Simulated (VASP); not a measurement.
Input of a VASP 6.6.1 run:

INCAR

```
ALGO     = Normal         # electronic algorithm
EDIFF    = 1E-6           # SCF threshold, eV
ENCUT    = 500            # plane-wave cutoff, eV
GGA      = CA             # functional
GGA_COMPAT= False        
ISIF     = 2              # what is computed and relaxed
ISMEAR   = 0              # smearing method
LASPH    = True           # aspherical terms in the spheres
LCHARG   = True           # write CHGCAR
LELF     = True           # ELF
LREAL    = False          # projectors in reciprocal space
LVHAR    = True         
LWAVE    = False          # write WAVECAR
NBANDS   = 10             # bands
NELM     = 120            # most SCF steps
PREC     = Accurate       # precision mode
SIGMA    = 0.01           # smearing width, eV
```

The input KPOINTS:

```
k-points
0
Gamma
  6 6 6
```

The input POSCAR:

```
Cs
1.0
   -3.3700368274      3.3700368274      3.3700368274
    3.3700368274     -3.3700368274      3.3700368274
    3.3700368274      3.3700368274     -3.3700368274
Cs
1
Direct
    0.0000000000      0.0000000000      0.0000000000
```

Potentials or basis: VASP PAW LDA potentials, release 64 (Cs_sv).

Launch:

```bash
$ cat potpaw_LDA.64/Cs_sv/POTCAR > POTCAR
$ mpirun -np 1 vasp_std > vasp.out
```

Task: What does it give for the pressure?

Result: -0.5 GPa.

Task: Predict the band gap on the k mesh.

Result: Zero (an odd number of electrons rules out a gap without spin polarisation).

Caveat: spin-orbit coupling is left out, which moves the levels of the heavy elements.
